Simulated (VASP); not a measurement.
# Rb (Im-3m) in VASP: a series of runs, part 2 of 2

VASP 6.6.1. The steps go on from the part before.

### Step 3. Single point, PBEsol

File INCAR:

```
SYSTEM = Rb
ALGO = Fast
EDIFF = 1E-6
ENCUT = 520
GGA = PS
ISIF = 2
ISMEAR = 0
LASPH = .TRUE.
LCHARG = .FALSE.
LREAL = .FALSE.
LWAVE = .FALSE.
NBANDS = 10
NELM = 60
PREC = Accurate
SIGMA = 0.15
```

File KPOINTS:

```
k-points
0
G
  14 14 14
  0 0 0
```

File POSCAR:

```
Rb
1.0
   -2.8060000000      2.8060000000      2.8060000000
    2.8060000000     -2.8060000000      2.8060000000
    2.8060000000      2.8060000000     -2.8060000000
Rb
1
Direct
    0.0000000000      0.0000000000      0.0000000000
```

Potentials or basis: VASP PAW PBE potentials, release 64 (Rb_sv).

On the command line:

```
> cat potpaw_PBE.64/Rb_sv/POTCAR > POTCAR
> mpirun -np 1 vasp_std > vasp.out
```

OUTCAR:

```text
SYSTEM = Rb
   EDIFF = 1E-6
   ENCUT = 520
   GGA = PS
   ISIF = 2
   ISMEAR = 0
   LASPH = .TRUE.
   LREAL = .FALSE.
   NELM = 60
   PREC = Accurate

 ion  position               nearest neighbor table
   1  0.000  0.000  0.000-

  LATTYP: Found a body centered cubic cell.
 ALAT       =     5.6120000000

  Lattice vectors:

 A1 = (  -2.8060000000,   2.8060000000,   2.8060000000)
 A2 = (   2.8060000000,  -2.8060000000,   2.8060000000)
 A3 = (   2.8060000000,   2.8060000000,  -2.8060000000)

Analysis of symmetry for initial positions (statically):
=====================================================================
 Subroutine PRICEL returns:
 Original cell was already a primitive cell.

 Routine SETGRP: Setting up the symmetry group for a
 body centered cubic supercell.

 Subroutine GETGRP returns: Found 48 space group operations
[... 9 lines left out ...]

 Routine SETGRP: Setting up the symmetry group for a
 body centered cubic supercell.

 Subroutine GETGRP returns: Found 48 space group operations
[... 11 lines left out ...]
                                     Primitive cell

  volume of cell :      88.3737
[... 140 lines left out ...]
 fundamental gap:      0.0114769818
 Fermi energy:         0.0080751079

 k-point     1 :       0.0000    0.0000    0.0000
  band No.  band energies     occupation
      1     -28.8301      2.00000
      2     -12.8739      2.00000
      3     -12.8739      2.00000
      4     -12.8739      2.00000
      5      -2.0035      2.00000
      6       3.7184      0.00000
      7       3.7184      0.00000
      8       3.7184      0.00000
      9       4.6852      0.00000
     10       4.6852      0.00000
[... 287 lines left out ...]
 k-point    24 :       0.3571    0.2857    0.0000
  band No.  band energies     occupation
      1     -28.8246      2.00000
      2     -12.9552      2.00000
      3     -12.9388      2.00000
      4     -12.8870      2.00000
      5       0.9698      0.00000
      6       1.0325      0.00000
      7       1.5260      0.00000
      8       4.0572      0.00000
      9       4.8158      0.00000
     10       4.9817      0.00000

 [... further k-points ...]

------------------------ aborting loop because EDIFF is reached ----------------------------------------

  FORCE on cell =-STRESS in cart. coord.  units (eV):
  Direction    XX          YY          ZZ          XY          YZ          ZX
  --------------------------------------------------------------------------------------
  -------------------------------------------------------------------------------------
  Total       -0.0351679     -0.0351679     -0.0351679      0.0000000     -0.0000000      0.0000000
  in kB       -0.6375799     -0.6375799     -0.6375799      0.0000000     -0.0000000      0.0000000
  external PRESSURE =      -0.6375799 kB  Pullay stress =       0.0000000 kB

 VOLUME and BASIS-vectors are now :
 -----------------------------------------------------------------------------
  energy-cutoff  :      520.00
  volume of cell :       88.37
      direct lattice vectors                 reciprocal lattice vectors
    -2.806000000  2.806000000  2.806000000     0.000000000  0.178189594  0.178189594
     2.806000000 -2.806000000  2.806000000     0.178189594  0.000000000  0.178189594
     2.806000000  2.806000000 -2.806000000     0.178189594  0.178189594  0.000000000

 POSITION                                       TOTAL-FORCE (eV/Angst)
 -----------------------------------------------------------------------------------
      0.00000      0.00000      0.00000         0.000000     -0.000000      0.000000
 -----------------------------------------------------------------------------------
    total drift:                               -0.000000      0.000000      0.000000

  FREE ENERGIE OF THE ION-ELECTRON SYSTEM (eV)
  ---------------------------------------------------
  free  energy   TOTEN  =        -1.0293058496 eV

  energy  without entropy=       -1.0190491641  energy(sigma->0) =       -1.02417751
```

OSZICAR:

```text
N       E                     dE             d eps       ncg     rms          rms(c)
DAV:   1     0.432213910809E+02    0.43221E+02   -0.32867E+03  2080   0.654E+02
DAV:   2     0.174432472803E+01   -0.41477E+02   -0.40651E+02  2306   0.124E+02
DAV:   3    -0.915178777284E+00   -0.26595E+01   -0.26511E+01  2752   0.327E+01
DAV:   4    -0.102745480984E+01   -0.11228E+00   -0.11194E+00  2902   0.579E+00
DAV:   5    -0.102939459368E+01   -0.19398E-02   -0.19387E-02  2860   0.662E-01    0.115E+00
RMM:   6    -0.102893295311E+01    0.46164E-03   -0.16248E-03  2426   0.249E-01    0.710E-01
RMM:   7    -0.102922501703E+01   -0.29206E-03   -0.38605E-03  2575   0.371E-01    0.510E-02
RMM:   8    -0.102929936372E+01   -0.74347E-04   -0.21582E-04  3105   0.947E-02    0.811E-03
RMM:   9    -0.102930441369E+01   -0.50500E-05   -0.54864E-05  3438   0.350E-02    0.638E-03
RMM:  10    -0.102930568472E+01   -0.12710E-05   -0.86483E-06  3270   0.156E-02    0.396E-03
RMM:  11    -0.102930584959E+01   -0.16486E-06   -0.37713E-06  2746   0.821E-03
   1 F= -.10293058E+01 E0= -.10241775E+01  d E =-.102567E-01
```

stdout:

```text
POSCAR found type information on POSCAR Rb
 POSCAR found :  1 types and       1 ions
 scaLAPACK will be used
 -----------------------------------------------------------------------------
|                                                                             |
|                                                                             |
|     You enforced a specific xc type in the INCAR file but a different       |
|     I HOPE YOU KNOW WHAT YOU ARE DOING!                                     |
|                                                                             |
 -----------------------------------------------------------------------------

 LDA part: xc-table for (Slater+PW92), standard interpolation
 POSCAR, INCAR and KPOINTS ok, starting setup
 FFT: planning ... GRIDC
 FFT: planning ... GRID_SOFT
 FFT: planning ... GRID
 WAVECAR not read
 entering main loop
```

Run time: 50 s. Hardware: 1 thread of Intel Xeon Platinum 8259CL at 2.50GHz (Skylake/Cascade Lake), shared host; peak memory 0.25 GiB.

Results:

```
Free energy : -1.0293 eV
Pressure    : -0.1 GPa
```

Caveat: the PAW data sets were made with another functional, which shifts forces and pressure a little.
